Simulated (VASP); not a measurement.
# Cl (Cmce) in VASP: single point with r2SCAN

Aim: the single point of Cl with r2SCAN.

All numbers are computed with VASP 6.6.1; they aren't measurements. Logs are shortened: lines on timing, memory, paths and dates and some standing lists are left out, and cuts for length are marked.

## 1. The cell of the first run

It takes space group Cmce (No. 64, orthorhombic). The conventional cell has a = 6.323 Å, b = 4.247 Å, c = 8.266 Å, α = 90.00°, β = 90.00°, γ = 90.00°. Within 2.8 Å of Cl (site symmetry m) lie 1 Cl at 2.15 Å.

## 2. Single point, r2SCAN

POSCAR reads:

```
Cl
1.0
   -3.1613410000      0.0000000000      2.1233590000
    0.0000000000     -8.2659340000      0.0000000000
    3.1613410000      0.0000000000      2.1233590000
Cl
4
Direct
    0.1350000000      0.8900000000      0.1350000000
    0.6350000000      0.6100000000      0.6350000000
    0.8650000000      0.1100000000      0.8650000000
    0.3650000000      0.3900000000      0.3650000000
```

INCAR.step1 reads:

```
SYSTEM = Cl
PREC = Accurate
ENCUT = 520
ISMEAR = 0
SIGMA = 0.0115
LREAL = .False.
LASPH = .True.
NELM = 100
NBANDS = 22
GGA = PE
ALGO = Normal
EDIFF = 1E-4
LWAVE = .True.
LCHARG = .False.
```

INCAR.step2 reads:

```
SYSTEM = Cl
PREC = Accurate
ENCUT = 520
EDIFF = 1E-6
ISMEAR = 0
SIGMA = 0.0115
LREAL = .False.
LASPH = .True.
NELM = 100
ALGO = Normal
ISIF = 2
LWAVE = .False.
LCHARG = .False.
METAGGA = R2SCAN
LMIXTAU = .True.
NBANDS = 22
ISTART = 1
```

KPOINTS reads:

```
Automatic mesh
0
Gamma
  7 3 7
  0 0 0
```

Potentials or basis: VASP PAW PBE potentials, release 64 (Cl).

Started as:

```bash
$ cat potpaw_PBE.64/Cl/POTCAR > POTCAR
$ cp INCAR.step1 INCAR
$ mpirun -np 1 vasp_std > vasp.out
$ cp INCAR.step2 INCAR
$ mpirun -np 1 vasp_std > vasp.out
```

OUTCAR:

```text
SYSTEM = Cl
   PREC = Accurate
   ENCUT = 520
   EDIFF = 1E-6
   ISMEAR = 0
   LREAL = .False.
   LASPH = .True.
   NELM = 100
   ISIF = 2
   METAGGA = R2SCAN
   ISTART = 1

 ion  position               nearest neighbor table
   1  0.135  0.890  0.135-   3 2.15
   2  0.635  0.610  0.635-   4 2.15
   3  0.865  0.110  0.865-   1 2.15
   4  0.365  0.390  0.365-   2 2.15

  LATTYP: Found a base centered orthorhombic cell.
 ALAT       =     4.2467180000
 B/A-ratio  =     1.4888396169
 C/A-ratio  =     1.9464287480

  Lattice vectors:

 A1 = (   3.1613410000,   0.0000000000,   2.1233590000)
 A2 = (  -3.1613410000,   0.0000000000,   2.1233590000)
 A3 = (   0.0000000000,  -8.2659340000,   0.0000000000)

Analysis of symmetry for initial positions (statically):
=====================================================================
 Subroutine PRICEL returns:
 Original cell was already a primitive cell.

 Routine SETGRP: Setting up the symmetry group for a
 base centered orthorhombic supercell.

 Subroutine GETGRP returns: Found  8 space group operations
 (whereof  4 operations were pure point group operations)
 out of a pool of  8 trial point group operations.

The static configuration has the point symmetry C_2h.
 The point group associated with its full space group is D_2h.

Analysis of symmetry for dynamics (positions and initial velocities):
=====================================================================
 Subroutine PRICEL returns:
 Original cell was already a primitive cell.

 Routine SETGRP: Setting up the symmetry group for a
 base centered orthorhombic supercell.

 Subroutine GETGRP returns: Found  8 space group operations
 (whereof  4 operations were pure point group operations)
 out of a pool of  8 trial point group operations.

The dynamic configuration has the point symmetry C_2h.
 The point group associated with its full space group is D_2h.

 Subroutine INISYM returns: Found  8 space group operations
 (whereof  4 operations are pure point group operations),
 and found     1 'primitive' translations

----------------------------------------------------------------------------------------

                                     Primitive cell

  volume of cell :     110.9728

  direct lattice vectors                    reciprocal lattice vectors
    -3.161341000  0.000000000  2.123359000    -0.158160730  0.000000000  0.235475960
     0.000000000 -8.265934000  0.000000000     0.000000000 -0.120978464  0.000000000
     3.161341000  0.000000000  2.123359000     0.158160730  0.000000000  0.235475960

  length of vectors
     3.808245050  8.265934000  3.808245050     0.283661320  0.120978464  0.283661320

  position of ions in fractional coordinates (direct lattice)
     0.135000000  0.890000000  0.135000000
     0.635000000  0.610000000  0.635000000
     0.865000000  0.110000000  0.865000000
     0.365000000  0.390000000  0.365000000

  ion indices of the primitive-cell ions
   primitive index   ion index
                 1           1
                 2           2
                 3           3
                 4           4

----------------------------------------------------------------------------------------

 KPOINTS: Automatic mesh

Automatic generation of k-mesh.
 Grid dimensions read from file:
 generate k-points for:    7    3    7

 Generating k-lattice:

  Cartesian coordinates                     Fractional coordinates (reciprocal lattice)
    -0.022594390  0.000000000  0.033639423     0.142857143  0.000000000  0.000000000
     0.000000000 -0.040326155  0.000000000     0.000000000  0.333333333  0.000000000
     0.022594390  0.000000000  0.033639423     0.000000000  0.000000000  0.142857143

  Length of vectors
     0.040523046  0.040326155  0.040523046

  Shift w.r.t. Gamma in fractional coordinates (k-lattice)
     0.000000000  0.000000000  0.000000000

 Subroutine IBZKPT returns following result:
 ===========================================

 Found     32 irreducible k-points:

 Following reciprocal coordinates:
            Coordinates               Weight
  0.000000  0.000000  0.000000      1.000000
  0.142857  0.000000  0.000000      4.000000
  0.285714  0.000000  0.000000      4.000000
  0.428571  0.000000 -0.000000      4.000000
  0.000000  0.333333  0.000000      2.000000
  0.142857  0.333333  0.000000      8.000000
[... 16 lines left out ...]
 -0.428571  0.000000  0.285714      4.000000
 -0.285714  0.000000  0.285714      2.000000
 [... further k-points ...]
   k-points           NKPTS =     32   k-points in BZ     NKDIM =     32   number of bands    NBANDS=     22
   number of dos      NEDOS =    301   number of ions     NIONS =      4
   total plane-waves  NPLWV =  50176
   dimension x,y,z NGX =    28 NGY =   64 NGZ =   28
   dimension x,y,z NGXF=    56 NGYF=  128 NGZF=   56
   ions per type =               4
   NGX,Y,Z   is equivalent  to a cutoff of  12.22, 12.87, 12.22 a.u.
   NGXF,Y,Z  is equivalent  to a cutoff of  24.45, 25.74, 24.45 a.u.
 SYSTEM =  Cl
   PREC   = accura    normal or accurate (medium, high low for compatibility)
   ISTART =      1    job   : 0-new  1-cont  2-samecut
   ICHARG =      0    charge: 1-file 2-atom 10-const
   ISPIN  =      1    spin polarized calculation?
   LNONCOLLINEAR =      F non collinear calculations
   LSORBIT =      F    spin-orbit coupling
   LASPH  =      T    aspherical Exc in radial PAW
   ENCUT  =  520.0 eV  38.22 Ry    6.18 a.u.   7.08 15.37  7.08*2*pi/ulx,y,z
   NELM   =    100;   NELMIN=  2; NELMDL=  0     # of ELM steps
   EDIFF  = 0.1E-05   stopping-criterion for ELM
   LREAL  =      F    real-space projection
   EDIFFG = 0.1E-04   stopping-criterion for IOM
   NSW    =      0    number of steps for IOM
   IBRION =     -1    ionic relax: 0-MD 1-quasi-New 2-CG
   NFREE  =      0    steps in history (QN), initial steepest desc. (CG)
   ISIF   =      2    stress and relaxation
   ISYM   =      2    0-nonsym 1-usesym 2-fastsym
   POTIM  = 0.5000    time-step for ionic-motion
   TEBEG  =    0.0;   TEEND  =   0.0 temperature during run
   PSTRESS=    0.0 pullay stress
   NELECT =      28.0000    total number of electrons
   NUPDOWN=      -1.0000    fix difference up-down
   EMIN   =  10.00;   EMAX   =-10.00  energy-range for DOS
   EFERMI =   0.00;   METHOD = LEGACY
   ISMEAR =     0;   SIGMA  =   0.01  broadening in eV -4-tet -1-fermi 0-gaus
   EFERMI_NEDOS =   21; number of points for ismear=-14 and -15
   IALGO  =     38    algorithm
   IMIX   =      4    mixing-type and parameters
     AMIX     =   0.40;   BMIX     =  1.00
     AMIX_MAG =   1.60;   BMIX_MAG =  1.00
  volume/ion in A,a.u.               =      27.74       187.22
  Fermi-wavevector in a.u.,A,eV,Ry     =   1.034480  1.954883 14.560249  1.070148
  Thomas-Fermi vector in A             =   2.168777
   LORBIT       =      0    0 simple, 1 ext, 2 COOP (PROOUT), +10 PAW based schemes
   METAGGA = R2SCAN    functional components
   LHFCALC =     F    Hartree Fock is set to
   AEXX    =    0.0000 exact exchange contribution
   IVDW    =     0    specifies the selected vdW correction
   LEPSILON=     F    determine dielectric tensor
   LRPA    =     F    only Hartree local field effects (RPA)
 non-spin polarized calculation
 Gauss-broadening in eV      SIGMA  =   0.01
  energy-cutoff  :      520.00
  volume of cell :      110.97
 maximum number of plane-waves:      3009
   NGX = 15   NGY = 31   NGZ = 15

 number of electron      27.9999998 magnetization

 Free energy of the ion-electron system (eV)
  ---------------------------------------------------
  ext. energy  EPLUGINS =         0.00000000
  ---------------------------------------------------
  free energy    TOTEN  =       -24.29776899 eV

  energy without entropy =      -24.29776899  energy(sigma->0) =      -24.29776899

 E-fermi :  -0.7987     XC(G=0):  -8.4696

 val. band max:       -0.9099475751   @ k =   0.0000   0.0000   0.0000
 cond. band min:       1.1868718711   @ k =   0.0000   0.0000   0.0000
 fundamental gap:      2.0968194461
 Fermi energy:        -0.7987022625

 k-point     1 :       0.0000    0.0000    0.0000
  band No.  band energies     occupation
      1     -17.3769      2.00000
      2     -16.9966      2.00000
      3     -14.3412      2.00000
      4     -13.5315      2.00000
      5      -5.9261      2.00000
      6      -4.8186      2.00000
[... 14 lines left out ...]
     21      10.4327      0.00000
     22      10.8648      0.00000

 k-point     2 :       0.1429    0.0000    0.0000
  band No.  band energies     occupation
      1     -17.3230      2.00000
      2     -16.9760      2.00000
      3     -14.3005      2.00000
      4     -13.5744      2.00000
      5      -5.9197      2.00000
      6      -4.9126      2.00000
[... 14 lines left out ...]
     21      10.3612      0.00000
     22      10.6601      0.00000

 k-point     3 :       0.2857    0.0000    0.0000
  band No.  band energies     occupation
      1     -17.1866      2.00000
      2     -16.9394      2.00000
      3     -14.1903      2.00000
      4     -13.6942      2.00000
      5      -5.9009      2.00000
      6      -5.1964      2.00000
[... 14 lines left out ...]
     21      10.4193      0.00000
     22      10.9472      0.00000
[... 476 lines left out ...]
 k-point    23 :      -0.4286    0.0000    0.2857
  band No.  band energies     occupation
      1     -17.1210      2.00000
      2     -16.8405      2.00000
      3     -14.1352      2.00000
      4     -13.5749      2.00000
      5      -5.7711      2.00000
      6      -5.0851      2.00000
[... 14 lines left out ...]
     21      10.4742      0.00000
     22      10.6698      0.00000

 k-point    24 :      -0.2857    0.0000    0.2857
  band No.  band energies     occupation
      1     -17.2050      2.00000
      2     -16.8741      2.00000
      3     -14.2017      2.00000
      4     -13.5222      2.00000
      5      -5.8066      2.00000
      6      -4.9530      2.00000
[... 14 lines left out ...]
     21      10.3134      0.00000
     22      10.4948      0.00000

 [... further k-points ...]

------------------------ aborting loop because EDIFF is reached ----------------------------------------

  FORCE on cell =-STRESS in cart. coord.  units (eV):
  Direction    XX          YY          ZZ          XY          YZ          ZX
  --------------------------------------------------------------------------------------
  -------------------------------------------------------------------------------------
  Total        0.2323450     -5.9983454     -2.5822011      0.0000000      0.0000000      0.0000000
  in kB        3.3544952    -86.6014870    -37.2806907      0.0000000      0.0000000      0.0000000
  external PRESSURE =     -40.1758942 kB  Pullay stress =       0.0000000 kB

 VOLUME and BASIS-vectors are now :
 -----------------------------------------------------------------------------
  energy-cutoff  :      520.00
  volume of cell :      110.97
      direct lattice vectors                 reciprocal lattice vectors
    -3.161341000  0.000000000  2.123359000    -0.158160730  0.000000000  0.235475960
     0.000000000 -8.265934000  0.000000000     0.000000000 -0.120978464  0.000000000
     3.161341000  0.000000000  2.123359000     0.158160730  0.000000000  0.235475960

 POSITION                                       TOTAL-FORCE (eV/Angst)
 -----------------------------------------------------------------------------------
      0.00000     -7.35668      0.57331         0.000000     -1.379944     -0.954768
      0.00000     -5.04222      2.69667         0.000000      1.379944     -0.954768
      0.00000     -0.90925      3.67341         0.000000      1.379944      0.954768
      0.00000     -3.22371      1.55005         0.000000     -1.379944      0.954768
 -----------------------------------------------------------------------------------
    total drift:                               -0.000000      0.000000      0.000000

  FREE ENERGIE OF THE ION-ELECTRON SYSTEM (eV)
  ---------------------------------------------------
  free  energy   TOTEN  =       -24.2977689914 eV

  energy  without entropy=      -24.2977689914  energy(sigma->0) =      -24.29776899
```

Wall time 6.6 min (1 thread of AMD EPYC 7R13, shared host); peak memory 0.21 GiB.

Results:

| Item | Value |
| --- | --- |
| Free energy | -24.2978 eV |
| Pressure | -4.0 GPa |
| Largest force | 1.678 eV/Å |
| Band gap on the k mesh | 2.10 eV |

Forces in eV/Å, atoms in the order of the input:
```
Cl   0.000 -1.380 -0.955
Cl   0.000  1.380 -0.955
Cl   0.000  1.380  0.955
Cl   0.000 -1.380  0.955
```

Stress tensor (GPa, compression positive):
```
 0.34  0.00  0.00
 0.00 -8.66  0.00
 0.00  0.00 -3.73
```

Caveat: the cell stands under tension; the PAW data sets were made with another functional, which shifts forces and pressure a little; an odd mesh through Γ misses points on the zone boundary, where band edges can lie.
